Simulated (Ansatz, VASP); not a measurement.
## Two plane-wave programs on RbCl

INCAR

```
SYSTEM = RbCl
PREC = Accurate
ENCUT = 500
EDIFF = 1E-6
ISMEAR = 0
SIGMA = 0.02
LREAL = .False.
LASPH = .True.
NELM = 120
ALGO = Normal
ISIF = 2
LWAVE = .False.
LCHARG = .False.
GGA = PE
NBANDS = 15
GGA_COMPAT = .False.
```

KPOINTS

```
regular mesh
0
Gamma
  6 6 6
  0 0 0
```

Contents of POSCAR:

```
RbCl
1.0
    0.0000000000      3.3059869800      3.3059869800
    3.3059869800      0.0000000000      3.3059869800
    3.3059869800      3.3059869800      0.0000000000
Rb Cl
1 1
Direct
    0.0000000000      0.0000000000      0.0000000000
    0.5000000000      0.5000000000      0.5000000000
```

Input for Ansatz:

```yaml
crystal:
  lattice:
    - [0.0, 3.30598698, 3.30598698]
    - [3.30598698, 0.0, 3.30598698]
    - [3.30598698, 3.30598698, 0.0]
  atoms:
    - { symbol: Rb, position: [0.0, 0.0, 0.0] }
    - { symbol: Cl, position: [0.5, 0.5, 0.5] }
basis:
  ecutwfc: 420
kpoints:
  mp_grid: { grid: [6, 6, 6] }
hamiltonian:
  xc: pbe
scf:
  occupations: { method: gaussian, width: 0.02 }
output:
  forces: true
  stress: true
  eigenvalues: true
  populations: true
```

Alike in both runs: task single point; functional PBE; k mesh 6 × 6 × 6; occupations gaussian, width 0.02 eV; no spin polarisation.

|  | VASP | Ansatz |
| --- | --- | --- |
| version | VASP 6.6.1 | Ansatz 0.2.0 |
| potentials or method | VASP PAW PBE potentials, release 64 (Rb_sv, Cl), cutoff 500 eV | scalar-relativistic, plane waves, PAW |
| valence electrons in the cell | 16 | 16 |

Ansatz gave:

| Property | Result |
| --- | --- |
| gap on the k mesh at the Fermi level (eV) | 4.96 |
| least direct gap on the mesh (eV) | 4.96 |
| pressure (GPa) | 0.6 |

Which values does VASP return?

gap on the k mesh at the Fermi level (eV): 4.95; least direct gap on the mesh (eV): 4.95; pressure (GPa): 0.6.
